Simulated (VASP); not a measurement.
# Ti4H7 (P-43m) in VASP: single point with r2SCAN

Aim: the single point of Ti4H7 with r2SCAN.

Program: VASP 6.6.1. These are calculated values, not measurements. Logs are shortened: lines on timing, memory, paths and dates and some standing lists are left out, and cuts for length are marked.

### 1 The cell of the first run

The structure is cubic, space group P-43m (No. 215). The conventional cell has a = 4.387 Å, b = 4.387 Å, c = 4.387 Å, α = 90.00°, β = 90.00°, γ = 90.00°. Ti (site symmetry 3m) has 7 H at 1.89 to 1.93 Å within 2.5 Å. Within 2.5 Å of H (site symmetry -42m) lie 4 Ti at 1.91 Å and 6 H at 2.19 Å. H (site symmetry -42m) has 4 Ti at 1.89 Å and 4 H at 2.19 Å within 2.5 Å. H (site symmetry -43m) has 4 Ti at 1.93 Å and 6 H at 2.19 Å within 2.6 Å.

### 2 Single point, r2SCAN

File POSCAR:

```
Ti4H7
1.0
    4.3870124900      0.0000000000      0.0000000000
    0.0000000000      4.3870124900      0.0000000000
    0.0000000000      0.0000000000      4.3870124900
Ti H
4 7
Direct
    0.2542308900      0.7457691100      0.7457691100
    0.7457691100      0.2542308900      0.7457691100
    0.7457691100      0.7457691100      0.2542308900
    0.2542308900      0.2542308900      0.2542308900
    0.5000000000      0.0000000000      0.0000000000
    0.0000000000      0.5000000000      0.5000000000
    0.5000000000      0.0000000000      0.5000000000
    0.0000000000      0.5000000000      0.0000000000
    0.0000000000      0.0000000000      0.0000000000
    0.0000000000      0.0000000000      0.5000000000
    0.5000000000      0.5000000000      0.0000000000
```

File INCAR.step1:

```
PREC = Accurate
ENCUT = 520
ISMEAR = 0
SIGMA = 0.1
LREAL = False
LASPH = True
NELM = 60
NBANDS = 38
GGA = PE
ALGO = Normal
EDIFF = 1E-4
LWAVE = True
LCHARG = False
```

File INCAR.step2:

```
PREC = Accurate
ENCUT = 520
EDIFF = 1E-6
ISMEAR = 0
SIGMA = 0.1
LREAL = False
LASPH = True
NELM = 60
ALGO = Normal
ISIF = 2
LWAVE = False
LCHARG = False
METAGGA = R2SCAN
LMIXTAU = True
NBANDS = 38
ISTART = 1
```

File KPOINTS:

```
regular mesh
0
Gamma
  4 4 4
```

Potentials or basis: VASP PAW PBE potentials, release 64 (Ti_sv, H).

Run with:

```
$ cat potpaw_PBE.64/Ti_sv/POTCAR potpaw_PBE.64/H/POTCAR > POTCAR
$ cp INCAR.step1 INCAR
$ mpirun -np 1 vasp_std > vasp.out
$ cp INCAR.step2 INCAR
$ mpirun -np 1 vasp_std > vasp.out
```

OUTCAR:

```text
PREC = Accurate
   ENCUT = 520
   EDIFF = 1E-6
   ISMEAR = 0
   LREAL = False
   LASPH = True
   NELM = 60
   ISIF = 2
   METAGGA = R2SCAN
   ISTART = 1

 ion  position               nearest neighbor table
   1  0.254  0.746  0.746-   6 1.89   7 1.89  11 1.89
   2  0.746  0.254  0.746-   6 1.89   7 1.89  11 1.89
   3  0.746  0.746  0.254-   6 1.89   7 1.89  11 1.89
   4  0.254  0.254  0.254-   6 1.89   7 1.89  11 1.89
   5  0.500  0.000  0.000-
   6  0.000  0.500  0.500-   1 1.89   2 1.89   3 1.89   4 1.89
   7  0.500  0.000  0.500-   1 1.89   2 1.89   3 1.89   4 1.89
   8  0.000  0.500  0.000-
   9  0.000  0.000  0.000-
  10  0.000  0.000  0.500-
  11  0.500  0.500  0.000-   1 1.89   2 1.89   3 1.89   4 1.89

  LATTYP: Found a simple cubic cell.
 ALAT       =     4.3870124900

  Lattice vectors:

 A1 = (   4.3870124900,   0.0000000000,   0.0000000000)
 A2 = (   0.0000000000,   4.3870124900,   0.0000000000)
 A3 = (   0.0000000000,   0.0000000000,   4.3870124900)

Analysis of symmetry for initial positions (statically):
=====================================================================
 Subroutine PRICEL returns:
 Original cell was already a primitive cell.

 Routine SETGRP: Setting up the symmetry group for a
 simple cubic supercell.

 Subroutine GETGRP returns: Found 24 space group operations
 (whereof 24 operations were pure point group operations)
 out of a pool of 48 trial point group operations.

The static configuration has the point symmetry T_d .

Analysis of symmetry for dynamics (positions and initial velocities):
=====================================================================
 Subroutine PRICEL returns:
 Original cell was already a primitive cell.

 Routine SETGRP: Setting up the symmetry group for a
 simple cubic supercell.

 Subroutine GETGRP returns: Found 24 space group operations
 (whereof 24 operations were pure point group operations)
 out of a pool of 48 trial point group operations.

The dynamic configuration has the point symmetry T_d .

 Subroutine INISYM returns: Found 24 space group operations
 (whereof 24 operations are pure point group operations),
 and found     1 'primitive' translations

----------------------------------------------------------------------------------------

                                     Primitive cell

  volume of cell :      84.4319

  direct lattice vectors                    reciprocal lattice vectors
     4.387012490  0.000000000  0.000000000     0.227945556  0.000000000  0.000000000
     0.000000000  4.387012490  0.000000000     0.000000000  0.227945556  0.000000000
     0.000000000  0.000000000  4.387012490     0.000000000  0.000000000  0.227945556

  length of vectors
     4.387012490  4.387012490  4.387012490     0.227945556  0.227945556  0.227945556

  position of ions in fractional coordinates (direct lattice)
     0.254230890  0.745769110  0.745769110
     0.745769110  0.254230890  0.745769110
     0.745769110  0.745769110  0.254230890
     0.254230890  0.254230890  0.254230890
     0.500000000  0.000000000  0.000000000
     0.000000000  0.500000000  0.500000000
     0.500000000  0.000000000  0.500000000
     0.000000000  0.500000000  0.000000000
     0.000000000  0.000000000  0.000000000
     0.000000000  0.000000000  0.500000000
     0.500000000  0.500000000  0.000000000

  ion indices of the primitive-cell ions
   primitive index   ion index
                 1           1
                 2           2
                 3           3
                 4           4
                 5           5
                 6           6
                 7           7
                 8           8
                 9           9
                10          10
                11          11

----------------------------------------------------------------------------------------

 KPOINTS: regular mesh

Automatic generation of k-mesh.
 Grid dimensions read from file:
 generate k-points for:    4    4    4

 Generating k-lattice:

  Cartesian coordinates                     Fractional coordinates (reciprocal lattice)
     0.056986389  0.000000000  0.000000000     0.250000000  0.000000000  0.000000000
     0.000000000  0.056986389  0.000000000     0.000000000  0.250000000  0.000000000
     0.000000000  0.000000000  0.056986389     0.000000000  0.000000000  0.250000000

  Length of vectors
     0.056986389  0.056986389  0.056986389

  Shift w.r.t. Gamma in fractional coordinates (k-lattice)
     0.000000000  0.000000000  0.000000000

 Subroutine IBZKPT returns following result:
 ===========================================

 Found     10 irreducible k-points:

 Following reciprocal coordinates:
            Coordinates               Weight
  0.000000  0.000000  0.000000      1.000000
  0.250000  0.000000  0.000000      6.000000
  0.500000  0.000000  0.000000      3.000000
  0.250000  0.250000  0.000000     12.000000
  0.500000  0.250000  0.000000     12.000000
  0.500000  0.500000  0.000000      3.000000
  0.250000  0.250000  0.250000      8.000000
  0.500000  0.250000  0.250000     12.000000
  0.500000  0.500000  0.250000      6.000000
  0.500000  0.500000  0.500000      1.000000
   k-points           NKPTS =     10   k-points in BZ     NKDIM =     10   number of bands    NBANDS=     38
   number of dos      NEDOS =    301   number of ions     NIONS =     11
   total plane-waves  NPLWV =  46656
   dimension x,y,z NGX =    36 NGY =   36 NGZ =   36
   dimension x,y,z NGXF=    72 NGYF=   72 NGZF=   72
   ions per type =               4   7
   NGX,Y,Z   is equivalent  to a cutoff of  13.64, 13.64, 13.64 a.u.
   NGXF,Y,Z  is equivalent  to a cutoff of  27.28, 27.28, 27.28 a.u.
 SYSTEM =  unknown system
   PREC   = accura    normal or accurate (medium, high low for compatibility)
   ISTART =      1    job   : 0-new  1-cont  2-samecut
   ICHARG =      0    charge: 1-file 2-atom 10-const
   ISPIN  =      1    spin polarized calculation?
   LNONCOLLINEAR =      F non collinear calculations
   LSORBIT =      F    spin-orbit coupling
   LASPH  =      T    aspherical Exc in radial PAW
   ENCUT  =  520.0 eV  38.22 Ry    6.18 a.u.   8.16  8.16  8.16*2*pi/ulx,y,z
   NELM   =     60;   NELMIN=  2; NELMDL=  0     # of ELM steps
   EDIFF  = 0.1E-05   stopping-criterion for ELM
   LREAL  =      F    real-space projection
   EDIFFG = 0.1E-04   stopping-criterion for IOM
   NSW    =      0    number of steps for IOM
   IBRION =     -1    ionic relax: 0-MD 1-quasi-New 2-CG
   NFREE  =      0    steps in history (QN), initial steepest desc. (CG)
   ISIF   =      2    stress and relaxation
   ISYM   =      2    0-nonsym 1-usesym 2-fastsym
   POTIM  = 0.5000    time-step for ionic-motion
   TEBEG  =    0.0;   TEEND  =   0.0 temperature during run
   PSTRESS=    0.0 pullay stress
   NELECT =      55.0000    total number of electrons
   NUPDOWN=      -1.0000    fix difference up-down
   EMIN   =  10.00;   EMAX   =-10.00  energy-range for DOS
   EFERMI =   0.00;   METHOD = LEGACY
   ISMEAR =     0;   SIGMA  =   0.10  broadening in eV -4-tet -1-fermi 0-gaus
   EFERMI_NEDOS =   21; number of points for ismear=-14 and -15
   IALGO  =     38    algorithm
   IMIX   =      4    mixing-type and parameters
     AMIX     =   0.40;   BMIX     =  1.00
     AMIX_MAG =   1.60;   BMIX_MAG =  1.00
  volume/ion in A,a.u.               =       7.68        51.80
  Fermi-wavevector in a.u.,A,eV,Ry     =   1.419145  2.681796 27.401771  2.013973
  Thomas-Fermi vector in A             =   2.540197
   LORBIT       =      0    0 simple, 1 ext, 2 COOP (PROOUT), +10 PAW based schemes
   METAGGA = R2SCAN    functional components
   LHFCALC =     F    Hartree Fock is set to
   AEXX    =    0.0000 exact exchange contribution
   IVDW    =     0    specifies the selected vdW correction
   LEPSILON=     F    determine dielectric tensor
   LRPA    =     F    only Hartree local field effects (RPA)
 non-spin polarized calculation
 Gauss-broadening in eV      SIGMA  =   0.10
  energy-cutoff  :      520.00
  volume of cell :       84.43
 maximum number of plane-waves:      2301
 NGX is ok and might be reduce to    36
   NGX = 17   NGY = 17   NGZ = 17

 number of electron      54.9999997 magnetization

 Free energy of the ion-electron system (eV)
  ---------------------------------------------------
  ext. energy  EPLUGINS =         0.00000000
  ---------------------------------------------------
  free energy    TOTEN  =       -81.72196290 eV

  energy without entropy =      -81.70833713  energy(sigma->0) =      -81.71515002

 E-fermi :   7.8267     XC(G=0): -12.3794

 val. band max:        7.7876721736   @ k =   0.0000   0.0000   0.0000
 cond. band min:       7.8922113973   @ k =   0.5000   0.5000   0.5000
 fundamental gap:      0.1045392236
 Fermi energy:         7.8267165263

 k-point     1 :       0.0000    0.0000    0.0000
  band No.  band energies     occupation
      1     -51.7888      2.00000
      2     -51.7021      2.00000
      3     -51.7021      2.00000
      4     -51.7021      2.00000
      5     -27.2643      2.00000
      6     -27.2643      2.00000
[... 30 lines left out ...]
     37      10.5675      0.00000
     38      10.5676      0.00000

 k-point     2 :       0.2500    0.0000    0.0000
  band No.  band energies     occupation
      1     -51.7762      2.00000
      2     -51.7147      2.00000
      3     -51.7020      2.00000
      4     -51.7020      2.00000
      5     -27.2230      2.00000
      6     -27.2112      2.00000
[... 30 lines left out ...]
     37      10.5772      0.00000
     38      10.5772      0.00000
[... 285 lines left out ...]
     37      10.6039      0.00000
     38      10.7324      0.00000

 k-point    10 :       0.5000    0.5000    0.5000
  band No.  band energies     occupation
      1     -51.7237      2.00000
      2     -51.7237      2.00000
      3     -51.7237      2.00000
      4     -51.7225      2.00000
      5     -27.2632      2.00000
      6     -27.2632      2.00000
[... 30 lines left out ...]
     37      10.4397      0.00000
     38      10.4589      0.00000

------------------------ aborting loop because EDIFF is reached ----------------------------------------

  FORCE on cell =-STRESS in cart. coord.  units (eV):
  Direction    XX          YY          ZZ          XY          YZ          ZX
  --------------------------------------------------------------------------------------
  -------------------------------------------------------------------------------------
  Total       -0.1341765     -0.1341765     -0.1341765     -0.0000000     -0.0000000      0.0000000
  in kB       -2.5461299     -2.5461299     -2.5461299     -0.0000000     -0.0000000      0.0000000
  external PRESSURE =      -2.5461299 kB  Pullay stress =       0.0000000 kB

 VOLUME and BASIS-vectors are now :
 -----------------------------------------------------------------------------
  energy-cutoff  :      520.00
  volume of cell :       84.43
      direct lattice vectors                 reciprocal lattice vectors
     4.387012490  0.000000000  0.000000000     0.227945556  0.000000000  0.000000000
     0.000000000  4.387012490  0.000000000     0.000000000  0.227945556  0.000000000
     0.000000000  0.000000000  4.387012490     0.000000000  0.000000000  0.227945556

 POSITION                                       TOTAL-FORCE (eV/Angst)
 -----------------------------------------------------------------------------------
      1.11531      3.27170      3.27170         0.008284     -0.008284     -0.008284
      3.27170      1.11531      3.27170        -0.008284      0.008284     -0.008284
      3.27170      3.27170      1.11531        -0.008284     -0.008284      0.008284
      1.11531      1.11531      1.11531         0.008284      0.008284      0.008284
      2.19351      0.00000      0.00000        -0.000000     -0.000000     -0.000000
      0.00000      2.19351      2.19351         0.000000      0.000000     -0.000000
      2.19351      0.00000      2.19351        -0.000000     -0.000000     -0.000000
      0.00000      2.19351      0.00000        -0.000000     -0.000000     -0.000000
      0.00000      0.00000      0.00000        -0.000000      0.000000     -0.000000
      0.00000      0.00000      2.19351        -0.000000     -0.000000     -0.000000
      2.19351      2.19351      0.00000        -0.000000      0.000000     -0.000000
 -----------------------------------------------------------------------------------
    total drift:                                0.000000      0.000000      0.000000

  FREE ENERGIE OF THE ION-ELECTRON SYSTEM (eV)
  ---------------------------------------------------
  free  energy   TOTEN  =       -81.7219628984 eV

  energy  without entropy=      -81.7083371319  energy(sigma->0) =      -81.71515002
```

It took 2.1 min on 1 thread of AMD EPYC 9R45 (Zen 5), shared host; peak memory 0.19 GiB.

What came out:

```yaml
Free_energy: -81.7220 eV
Pressure: -0.3 GPa
Largest_force: 0.014 eV/Å
```

Forces in eV/Å, atoms in the order of the input:
```
Ti   0.008 -0.008 -0.008
Ti  -0.008  0.008 -0.008
Ti  -0.008 -0.008  0.008
Ti   0.008  0.008  0.008
H    0.000  0.000  0.000
H    0.000  0.000  0.000
H    0.000  0.000  0.000
H    0.000  0.000  0.000
H    0.000  0.000  0.000
H    0.000  0.000  0.000
H    0.000  0.000  0.000
```

Levels at points of the mesh, in eV from the Fermi level:
| k point | band 23 | band 24 | band 25 | band 26 | band 27 | band 28 | band 29 | band 30 | band 31 | band 32 |
| --- | --- | --- | --- | --- | --- | --- | --- | --- | --- | --- |
| (0.00, 0.00, 0.00) | -3.04 | -3.04 | -3.04 | -2.39 | -0.04 | -0.04 | -0.04 | 1.76 | 1.76 | 2.48 |
| (0.50, 0.00, 0.00) | -4.52 | -2.08 | -2.08 | -1.34 | -0.10 | 0.30 | 0.87 | 0.87 | 0.99 | 0.99 |
| (0.50, 0.50, 0.00) | -5.28 | -1.44 | -0.85 | -0.85 | -0.72 | -0.62 | 0.90 | 1.01 | 1.01 | 1.02 |
| (0.50, 0.50, 0.50) | -5.60 | -1.33 | -0.09 | -0.09 | -0.09 | 0.07 | 0.07 | 0.17 | 0.17 | 0.17 |

Caveat: the PAW data sets were made with another functional, which shifts forces and pressure a little.
